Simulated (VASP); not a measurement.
# NbC (Fm-3m) in VASP: elastic constants with PBEsol

Aim: the elastic constants of NbC with PBEsol.

All numbers are computed with VASP 6.6.1; they aren't measurements. Logs are shortened: lines on timing, memory, paths and dates and some standing lists are left out, and cuts for length are marked.

**1. The cell of the first run**

It takes space group Fm-3m (No. 225, cubic). Conventional cell: a = 4.407 Å, b = 4.407 Å, c = 4.407 Å, α = 90.00°, β = 90.00°, γ = 90.00°. Nb (site symmetry m-3m) has 6 C at 2.20 Å within 2.9 Å. C (site symmetry m-3m) has 6 Nb at 2.20 Å within 2.9 Å.

**2. Elastic constants, PBEsol**

Contents of INCAR:

```
SYSTEM = NbC
ALGO = Normal
EDIFF = 1E-8
ENCUT = 600
GGA = PS
GGA_COMPAT = .False.
IBRION = 6
ISIF = 3
ISMEAR = -1
LASPH = .True.
LCHARG = .False.
LREAL = .False.
LWAVE = .False.
NBANDS = 16
NELM = 120
NFREE = 2
NSW = 1
POTIM = 0.015
PREC = Accurate
SIGMA = 0.05
```

Contents of KPOINTS:

```
k-points
0
Gamma
  18 18 18
  0 0 0
```

Contents of POSCAR:

```
NbC
1.0
    0.0000000000      2.2032885020      2.2032885020
    2.2032885020      0.0000000000      2.2032885020
    2.2032885020      2.2032885020      0.0000000000
Nb C
1 1
Direct
    0.0000000000      0.0000000000      0.0000000000
    0.5000000000      0.5000000000      0.5000000000
```

Potentials or basis: VASP PAW PBE potentials, release 64 (Nb_sv, C).

Run with:

```console
$ cat potpaw_PBE.64/Nb_sv/POTCAR potpaw_PBE.64/C/POTCAR > POTCAR
$ mpirun -np 1 vasp_std > vasp.out
```

OUTCAR:

```text
SYSTEM = NbC
   EDIFF = 1E-8
   ENCUT = 600
   GGA = PS
   IBRION = 6
   ISIF = 3
   ISMEAR = -1
   LASPH = .True.
   LREAL = .False.
   NELM = 120
   NFREE = 2
   NSW = 1
   POTIM = 0.015
   PREC = Accurate

 ion  position               nearest neighbor table
   1  0.000  0.000  0.000-   2 2.20   2 2.20   2 2.20   2 2.20   2 2.20   2 2.20
   2  0.500  0.500  0.500-   1 2.20   1 2.20   1 2.20   1 2.20   1 2.20   1 2.20

  LATTYP: Found a face centered cubic cell.
 ALAT       =     4.4065770040

  Lattice vectors:

 A1 = (   0.0000000000,   2.2032885020,   2.2032885020)
 A2 = (   2.2032885020,   0.0000000000,   2.2032885020)
 A3 = (   2.2032885020,   2.2032885020,   0.0000000000)

Analysis of symmetry for initial positions (statically):
=====================================================================
 Subroutine PRICEL returns:
 Original cell was already a primitive cell.

 Routine SETGRP: Setting up the symmetry group for a
 face centered cubic supercell.

 Subroutine GETGRP returns: Found 48 space group operations
 (whereof 48 operations were pure point group operations)
 out of a pool of 48 trial point group operations.

The static configuration has the point symmetry O_h .

Analysis of symmetry for dynamics (positions and initial velocities):
=====================================================================
 Subroutine PRICEL returns:
 Original cell was already a primitive cell.

 Routine SETGRP: Setting up the symmetry group for a
 face centered cubic supercell.

 Subroutine GETGRP returns: Found 48 space group operations
 (whereof 48 operations were pure point group operations)
 out of a pool of 48 trial point group operations.

The dynamic configuration has the point symmetry O_h .

 Subroutine INISYM returns: Found 48 space group operations
 (whereof 48 operations are pure point group operations),
 and found     1 'primitive' translations

----------------------------------------------------------------------------------------

                                     Primitive cell

  volume of cell :      21.3916

  direct lattice vectors                    reciprocal lattice vectors
     0.000000000  2.203288502  2.203288502    -0.226933513  0.226933513  0.226933513
     2.203288502  0.000000000  2.203288502     0.226933513 -0.226933513  0.226933513
     2.203288502  2.203288502  0.000000000     0.226933513  0.226933513 -0.226933513

  length of vectors
     3.115920481  3.115920481  3.115920481     0.393060375  0.393060375  0.393060375

  position of ions in fractional coordinates (direct lattice)
     0.000000000  0.000000000  0.000000000
     0.500000000  0.500000000  0.500000000

  ion indices of the primitive-cell ions
   primitive index   ion index
                 1           1
                 2           2

----------------------------------------------------------------------------------------

 KPOINTS: k-points

Automatic generation of k-mesh.
 Grid dimensions read from file:
 generate k-points for:   18   18   18

 Generating k-lattice:

  Cartesian coordinates                     Fractional coordinates (reciprocal lattice)
    -0.012607417  0.012607417  0.012607417     0.055555556  0.000000000  0.000000000
     0.012607417 -0.012607417  0.012607417     0.000000000  0.055555556  0.000000000
     0.012607417  0.012607417 -0.012607417     0.000000000  0.000000000  0.055555556

  Length of vectors
     0.021836687  0.021836687  0.021836687

  Shift w.r.t. Gamma in fractional coordinates (k-lattice)
     0.000000000  0.000000000  0.000000000

 Subroutine IBZKPT returns following result:
 ===========================================

 Found    195 irreducible k-points:

 Following reciprocal coordinates:
            Coordinates               Weight
  0.000000  0.000000  0.000000      1.000000
  0.055556  0.000000  0.000000      8.000000
[... 49 lines left out ...]
   POTIM  = 0.0150    time-step for ionic-motion
   TEBEG  =    0.0;   TEEND  =   0.0 temperature during run
   PSTRESS=    0.0 pullay stress
   NELECT =      17.0000    total number of electrons
   NUPDOWN=      -1.0000    fix difference up-down
   EMIN   =  10.00;   EMAX   =-10.00  energy-range for DOS
   EFERMI =   0.00;   METHOD = LEGACY
   ISMEAR =    -1;   SIGMA  =   0.05  broadening in eV -4-tet -1-fermi 0-gaus
   EFERMI_NEDOS =   21; number of points for ismear=-14 and -15
   IALGO  =     38    algorithm
   IMIX   =      4    mixing-type and parameters
     AMIX     =   0.40;   BMIX     =  1.00
     AMIX_MAG =   1.60;   BMIX_MAG =  1.00
  volume/ion in A,a.u.               =      10.70        72.18
  Fermi-wavevector in a.u.,A,eV,Ry     =   1.516386  2.865554 31.285598  2.299427
  Thomas-Fermi vector in A             =   2.625783
   LORBIT       =      0    0 simple, 1 ext, 2 COOP (PROOUT), +10 PAW based schemes
   GGA     = PS    functional components
   LHFCALC =     F    Hartree Fock is set to
   AEXX    =    0.0000 exact exchange contribution
   IVDW    =     0    specifies the selected vdW correction
   LEPSILON=     F    determine dielectric tensor
   LRPA    =     F    only Hartree local field effects (RPA)
 finite differences with symmetry
 non-spin polarized calculation
  energy-cutoff  :      600.00
  volume of cell :       21.39
 maximum number of plane-waves:       725
 NGX is ok and might be reduce to    28
   NGX = 13   NGY = 13   NGZ = 13

--------------------------------------- Ionic step        1  -------------------------------------------

 number of electron      17.0000000 magnetization

 Free energy of the ion-electron system (eV)
  ---------------------------------------------------
  ext. energy  EPLUGINS =         0.00000000
  ---------------------------------------------------
  free energy    TOTEN  =       -21.84237543 eV

  energy without entropy =      -21.83577371  energy(sigma->0) =      -21.83907457

------------------------ aborting loop because EDIFF is reached ----------------------------------------

  FORCE on cell =-STRESS in cart. coord.  units (eV):
  Direction    XX          YY          ZZ          XY          YZ          ZX
  --------------------------------------------------------------------------------------
  -------------------------------------------------------------------------------------
  Total        1.2653779      1.2653779      1.2653779     -0.0000000     -0.0000000      0.0000000
  in kB       94.7734555     94.7734555     94.7734555     -0.0000000     -0.0000000      0.0000000
  external PRESSURE =      94.7734555 kB  Pullay stress =       0.0000000 kB
[... 89 lines left out ...]
  FREE ENERGIE OF THE ION-ELECTRON SYSTEM (eV)
  ---------------------------------------------------
  free  energy   TOTEN  =       -21.8109576415 eV

  energy  without entropy=      -21.8047181164  energy(sigma->0) =      -21.80783788

[... ionic steps 4 to 14 ...]

--------------------------------------- Ionic step       15  -------------------------------------------

 number of electron      17.0000000 magnetization

------------------------ aborting loop because EDIFF is reached ----------------------------------------
[... 67 lines left out ...]
--------------------------------------- Ionic step       17  -------------------------------------------

 number of electron      17.0000000 magnetization

 Free energy of the ion-electron system (eV)
  ---------------------------------------------------
  ext. energy  EPLUGINS =         0.00000000
  ---------------------------------------------------
  free energy    TOTEN  =       -21.84093412 eV

  energy without entropy =      -21.83432510  energy(sigma->0) =      -21.83762961

 E-fermi :  13.1105     XC(G=0): -13.4504

 val. band max:       13.0996803889   @ k =  -0.4444   0.2778   0.0000
 cond. band min:      13.1509250777   @ k =   0.4444   0.1667   0.0000
 fundamental gap:      0.0512446887
 Fermi energy:        13.1105137731

 k-point     1 :       0.0000    0.0000    0.0000
  band No.  band energies     occupation
      1     -42.4620      2.00000
      2     -18.1633      2.00000
      3     -18.1629      2.00000
      4     -18.1629      2.00000
      5      -0.5575      2.00000
      6      11.6801      2.00000
[... 433 lines left out ...]
      3     -18.2437      2.00000
      4     -18.1950      2.00000
      5       0.9134      2.00000
      6       8.3054      2.00000
[... 8 lines left out ...]
     15      25.8775      0.00000
     16      30.0163      0.00000

 [... further k-points ...]

------------------------ aborting loop because EDIFF is reached ----------------------------------------

  FORCE on cell =-STRESS in cart. coord.  units (eV):
  Direction    XX          YY          ZZ          XY          YZ          ZX
  --------------------------------------------------------------------------------------
  -------------------------------------------------------------------------------------
  Total        1.2789293      1.2649256      1.2649256      0.0000000      0.0000000      0.0000000
  in kB       95.7884251     94.7395839     94.7395839      0.0000000      0.0000000      0.0000000
  external PRESSURE =      95.0891976 kB  Pullay stress =       0.0000000 kB
[... 17 lines left out ...]
  FREE ENERGIE OF THE ION-ELECTRON SYSTEM (eV)
  ---------------------------------------------------
  free  energy   TOTEN  =       -21.8409341248 eV

  energy  without entropy=      -21.8343251000  energy(sigma->0) =      -21.83762961

 INTERNAL STRAIN TENSORS FROM STRAINED CELLS
 ============================================

 INTERNAL STRAIN TENSOR FOR ION    1 for displacements in x,y,z  (eV/Angst):
          X           Y           Z          XY          YZ          ZX
  --------------------------------------------------------------------------------
  x     0.00000    -0.00000     0.00000     0.00000    -0.00000    -0.00000
  y     0.00000     0.00000    -0.00000     0.00000    -0.00000     0.00000
  z    -0.00000     0.00000    -0.00000    -0.00000    -0.00000     0.00000

 INTERNAL STRAIN TENSORS FROM DISPLACED ATOMS
 ============================================

 INTERNAL STRAIN TENSOR FOR ION    1 for displacements in x,y,z  (eV/Angst):
          X           Y           Z          XY          YZ          ZX
  --------------------------------------------------------------------------------
  x     0.00000     0.00000     0.00000     0.00000     0.00000     0.00000
  y     0.00000     0.00000     0.00000     0.00000     0.00000     0.00000
  z     0.00000     0.00000     0.00000     0.00000     0.00000     0.00000

 INTERNAL STRAIN TENSOR FOR ION    2 for displacements in x,y,z  (eV/Angst):
          X           Y           Z          XY          YZ          ZX
  --------------------------------------------------------------------------------
  x     0.00000     0.00000     0.00000     0.00000     0.00000     0.00000
  y     0.00000     0.00000     0.00000     0.00000     0.00000     0.00000
  z     0.00000     0.00000     0.00000     0.00000     0.00000     0.00000

 Eigenvectors and eigenvalues of the dynamical matrix
 ----------------------------------------------------

   1 f  =   17.145581 THz   107.728865 2PiTHz  571.915034 cm-1    70.908395 meV
             X         Y         Z           dx          dy          dz
      0.000000  0.000000  0.000000    -0.321636   -0.105173   -0.000000
      2.203289  2.203289  2.203289     0.894402    0.292464   -0.000000
[... 21 lines left out ...]
   6 f/i=    0.000922 THz     0.005796 2PiTHz    0.030770 cm-1     0.003815 meV
             X         Y         Z           dx          dy          dz
      0.000000  0.000000  0.000000     0.468611   -0.800885   -0.156448
      2.203289  2.203289  2.203289     0.168517   -0.288006   -0.056260

--------------------------------------------------------------------------------------------------------

 ELASTIC MODULI CONTR FROM IONIC RELAXATION (kBar)
 Direction    XX          YY          ZZ          XY          YZ          ZX
 --------------------------------------------------------------------------------
 XX           0.0000      0.0000      0.0000      0.0000      0.0000      0.0000
 YY           0.0000      0.0000      0.0000      0.0000      0.0000      0.0000
 ZZ           0.0000      0.0000      0.0000      0.0000      0.0000      0.0000
 XY           0.0000      0.0000      0.0000      0.0000      0.0000      0.0000
 YZ           0.0000      0.0000      0.0000      0.0000      0.0000      0.0000
 ZX           0.0000      0.0000      0.0000      0.0000      0.0000      0.0000
 --------------------------------------------------------------------------------

 TOTAL ELASTIC MODULI (kBar)
 Direction    XX          YY          ZZ          XY          YZ          ZX
 --------------------------------------------------------------------------------
 XX        7803.9640   1348.3664   1348.3664     -0.0000      0.0000     -0.0000
 YY        1348.3664   7803.9640   1348.3664     -0.0000     -0.0000      0.0000
 ZZ        1348.3664   1348.3664   7803.9640      0.0000      0.0000      0.0000
 XY          -0.0000     -0.0000      0.0000   1756.6190      0.0000     -0.0000
 YZ           0.0000     -0.0000      0.0000      0.0000   1756.6190      0.0000
 ZX          -0.0000      0.0000      0.0000     -0.0000      0.0000   1756.6190
 --------------------------------------------------------------------------------
```

Wall time 57 min (1 thread of AMD EPYC 9R45 (Zen 5), shared host); peak memory 1 GiB.

Results:

| Item | Value |
| --- | --- |
| Elastic constants C11, C12, C44 | 780, 135, 176 GPa |
| Voigt bulk modulus | 350 GPa |
| Highest phonon frequency at Γ | 572 cm⁻¹ |

Phonon frequencies in cm⁻¹ (negative: imaginary):
```
              q point        frequencies
(0.000, 0.000, 0.000)  0 0 0 572 572 572
```

Elastic tensor in Voigt notation (GPa, in the Cartesian axes of the cell as first typed):
```
780 135 135   0   0   0
135 780 135   0   0   0
135 135 780   0   0   0
  0   0   0 176   0   0
  0   0   0   0 176   0
  0   0   0   0   0 176
```

Clamped-ion elastic tensor (GPa):
```
780 135 135   0   0   0
135 780 135   0   0   0
135 135 780   0   0   0
  0   0   0 176   0   0
  0   0   0   0 176   0
  0   0   0   0   0 176
```

Caveat: the cell is under stress, which shifts elastic constants; the PAW data sets were made with another functional, which shifts forces and pressure a little.
